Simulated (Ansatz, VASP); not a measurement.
## Ge in VASP and in Ansatz

```xyz
2
Lattice="3.9650 0.0000 0.0000 -1.9825 3.4338 0.0000 0.0000 0.0000 28.0000" Properties=species:S:1:pos:R:3 pbc="T T T"
Ge    0.0000    2.2892   14.3665
Ge    1.9825    1.1446   13.6335
```

Alike in both runs: task single point; functional PBE; dispersion D3(BJ); k mesh 12 × 12 × 1; occupations gaussian, width 0.1 eV; no spin polarisation.

|  | VASP | Ansatz |
| --- | --- | --- |
| version | VASP 6.6.1 | Ansatz 0.2.0 |
| potentials or method | VASP PAW PBE potentials, release 64 (Ge_d), cutoff 520 eV | scalar-relativistic, plane waves, PAW |
| valence electrons in the cell | 28 | 28 |

```csv
,VASP,Ansatz,Ansatz less VASP
gap on the k mesh at the Fermi level (eV),none,none,-
rms of the force components (eV/Å),0.062,0.062,-0.0001
"work function, face that differs most (eV)",4.46,4.46,+0.001
```

Atom by atom the forces differ by 0.000 eV/Å (rms over components). A gap of «none» marks a metal or a gap that the smearing closes.
